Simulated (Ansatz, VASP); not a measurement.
**Two plane-wave programs on Bi2Se3**

The input INCAR:

```
SYSTEM = Bi2Se3
  AGGAC = 0.0
  ALDAC = 0.0
  ALGO = Normal
  EDIFF = 1E-6
  ENCUT = 520
  GGA = PE
  ISIF = 2
  ISMEAR = -1
  LASPH = .TRUE.
  LCHARG = .FALSE.
  LREAL = .FALSE.
  LWAVE = .FALSE.
  NBANDS = 32
  NELM = 100
  PREC = Accurate
  SIGMA = 0.05
```

KPOINTS

```
k-points
0
G
  8 8 8
  0 0 0
```

Contents of POSCAR:

```
Bi2Se3
1.0
    2.0852189429      1.2039017179      9.6085493036
   -2.0852189429      1.2039017179      9.6085493036
    0.0000000000     -2.4078034360      9.6085493036
Bi Se
2 3
Direct
    0.5992000000      0.5992000000      0.5992000000
    0.4008000000      0.4008000000      0.4008000000
    0.7883000000      0.7883000000      0.7883000000
    0.2117000000      0.2117000000      0.2117000000
    0.0000000000      0.0000000000      0.0000000000
```

The input input.yaml:

```yaml
crystal:
  lattice:
    - [2.0852189429, 1.2039017179, 9.6085493036]
    - [-2.0852189429, 1.2039017179, 9.6085493036]
    - [0.0, -2.407803436, 9.6085493036]
  atoms:
    - { symbol: Bi, position: [0.5992, 0.5992, 0.5992] }
    - { symbol: Bi, position: [0.4008, 0.4008, 0.4008] }
    - { symbol: Se, position: [0.7883, 0.7883, 0.7883] }
    - { symbol: Se, position: [0.2117, 0.2117, 0.2117] }
    - { symbol: Se, position: [0.0, 0.0, 0.0] }
hamiltonian:
  xc: { exchange: pbe, correlation: none }
  pseudopotentials: { kind: paw }
kpoints:
  mp_grid: { grid: [8, 8, 8] }
scf:
  occupations: { method: fermi_dirac, width: 0.05 }
output:
  forces: true
  stress: true
  eigenvalues: true
```

Alike in both runs: task single point; functional PBE exchange alone; k mesh 8 × 8 × 8; occupations fermi-dirac, width 0.05 eV; no spin polarisation.

|  | VASP | Ansatz |
| --- | --- | --- |
| version | VASP 6.6.1 | Ansatz 0.2.0 |
| potentials or method | VASP PAW PBE potentials, release 64 (Bi_d, Se) | Ansatz PAW |
| plane-wave cutoff (eV) | 520 | 420 |
| valence electrons in the cell | 48 | 78 |

|  | VASP | Ansatz | Ansatz less VASP |
| --- | --- | --- | --- |
| gap on the k mesh at the Fermi level (eV) | 0.30 | 0.30 | +0.004 |
| least direct gap on the mesh (eV) | 0.30 | 0.30 | +0.004 |
| pressure (GPa) | 10.4 | 10.3 | -0.07 |
| traceless stress, the component that is largest in VASP (GPa) | -0.22 | -0.22 | -0.002 |
| rms of the force components (eV/Å) | 0.184 | 0.177 | -0.0075 |

VASP's potentials were made for PBE, not for PBE exchange alone. Atom by atom the forces differ by 0.008 eV/Å (rms over components). The functional is the same, so the differences come from potentials, cutoffs and numerics. VASP's potentials hold 48 valence electrons a cell and Ansatz's 78, so a difference there can come from the potentials and not from the codes.

Spin-orbit coupling is off throughout.
